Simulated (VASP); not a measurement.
Input of a VASP 6.6.1 run:

The input INCAR:

```
SYSTEM = W3N4
PREC = Accurate
ENCUT = 520
EDIFF = 1E-6
ISMEAR = 0
SIGMA = 0.1
LREAL = .False.
LASPH = .True.
NELM = 60
ALGO = Normal
ISIF = 2
LWAVE = .False.
LCHARG = .False.
GGA = PE
NBANDS = 40
```

The input KPOINTS:

```
Automatic mesh
0
Gamma
  4 4 4
  0 0 0
```

POSCAR

```
W3N4
1.0
    4.5922440400      0.0000000000      0.0000000000
    0.0000000000      4.5922440400      0.0000000000
    0.0000000000      0.0000000000      4.5922440400
W N
3 4
Direct
    0.0000000000      0.0000000000      0.5000000000
    0.0000000000      0.5000000000      0.0000000000
    0.5000000000      0.0000000000      0.0000000000
    0.2500000000      0.2500000000      0.2500000000
    0.2500000000      0.7500000000      0.7500000000
    0.7500000000      0.2500000000      0.7500000000
    0.7500000000      0.7500000000      0.2500000000
```

Potentials or basis: VASP PAW PBE potentials, release 64 (W_sv, N).

Run with:

```console
$ cat potpaw_PBE.64/W_sv/POTCAR potpaw_PBE.64/N/POTCAR > POTCAR
$ mpirun -np 1 vasp_std > vasp.out
```

Problem. Estimate the pressure.

Solution. -6.0 GPa.

Problem. What does it give for the band gap on the k mesh?

Solution. Zero (band 31 reaches 7.60 eV, above the bottom of band 32 at 6.50 eV).

Caveat: spin-orbit coupling is left out, which moves the levels of the heavy elements.
